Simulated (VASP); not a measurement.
A run of VASP 6.6.1:

The input INCAR:

```
ALGO = Normal ; EDIFF = 1E-7
ENCUT = 520 ; GGA = PS
ISIF = 2 ; ISMEAR = 0
LASPH = True ; LCHARG = False
LREAL = False ; LWAVE = False
NBANDS = 14 ; NELM = 80
PREC = Accurate ; SIGMA = 0.15
```

Contents of KPOINTS:

```
k-points
0
Gamma
  18 18 18
```

The input POSCAR:

```
HfN
1.0
    0.0000000000      2.3493600000      2.2590000000
    2.3493600000      0.0000000000      2.2590000000
    2.3493600000      2.3493600000      0.0000000000
Hf N
1 1
Direct
    0.0000000000      0.0000000000      0.0000000000
    0.5000000000      0.5000000000      0.5000000000
```

Potentials or basis: VASP PAW PBE potentials, release 64 (Hf_pv, N).

Command:

```bash
$ cat potpaw_PBE.64/Hf_pv/POTCAR potpaw_PBE.64/N/POTCAR > POTCAR
$ mpirun -np 1 vasp_std > vasp.out
```

Hardware: 1 thread of Intel Xeon 8259CL, on a shared host.

Task: How long does it take, and how much memory?

Result: Run time: 2.8 min on 1 thread of Intel Xeon 8259CL (shared host), peak memory 0.29 GiB. Counts: scf iterations 13, k points 480.
